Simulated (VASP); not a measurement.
Write the native input for VASP 6.6.1 that does the following.

- Task: single point
- Functional: LDA
- Potentials or basis: VASP PAW LDA potentials, release 64 (Ti_sv, Al)
- Cutoff: 520 eV
- k mesh: 14 × 14 × 14
- Occupations: gaussian, width 0.15 eV
- Spin: no spin polarisation
- Dipole correction: no
- Further INCAR settings: ALGO = Fast; EDIFF = 1e-06; NBANDS = 14

The structure of TiAl lies in POSCAR:

```
TiAl
1.0
    2.9522614856      0.0000000000      0.0000000000
    0.0000000000      3.3818233420      0.0000000000
    0.0000000000      0.0000000000      3.1240862282
Ti Al
1 1
Direct
    0.0000000000      0.0000000000      0.0000000000
    0.5000000000      0.5000000000      0.5000000000
```

This cell differs from its parent crystal: normal strain along x -0.0550, normal strain along y +0.0825.

One way to write it, as run:

INCAR

```
SYSTEM = TiAl
ALGO     = Fast           ! electronic algorithm
EDIFF    = 1E-6           ! SCF threshold, eV
ENCUT    = 520            ! plane-wave cutoff, eV
GGA      = CA             ! functional
ISIF     = 2              ! what is computed and relaxed
ISMEAR   = 0              ! smearing method
LASPH    = .TRUE.         ! aspherical terms in the spheres
LCHARG   = .TRUE.         ! write CHGCAR
LELF     = .TRUE.         ! ELF
LREAL    = .FALSE.        ! projectors in reciprocal space
LVHAR    = .TRUE.       
LWAVE    = .FALSE.        ! write WAVECAR
NBANDS   = 14             ! bands
NELM     = 100            ! most SCF steps
PREC     = Accurate       ! precision mode
SIGMA    = 0.15           ! smearing width, eV
```

KPOINTS

```
k-points
0
G
  14 14 14
  0 0 0
```

Potentials or basis: VASP PAW LDA potentials, release 64 (Ti_sv, Al).

Command:

```bash
$ cat potpaw_LDA.64/Ti_sv/POTCAR potpaw_LDA.64/Al/POTCAR > POTCAR
$ mpirun -np 1 vasp_std > vasp.out
```

Results of the run:

```
Pressure               : -2.3 GPa
Band gap on the k mesh : zero (an odd number of electrons rules out a gap without spin polarisation)
```

Caveat: the cell differs from its parent crystal (normal strain along x -0.0550, normal strain along y +0.0825); the stress differs along the axes, from -6 to 3 GPa.

It took 3.4 min on 1 thread of Intel(R) Xeon(R) Platinum 8375C CPU @ 2.90GHz (Ice Lake), with other jobs on the host, peak memory 0.32 GiB.
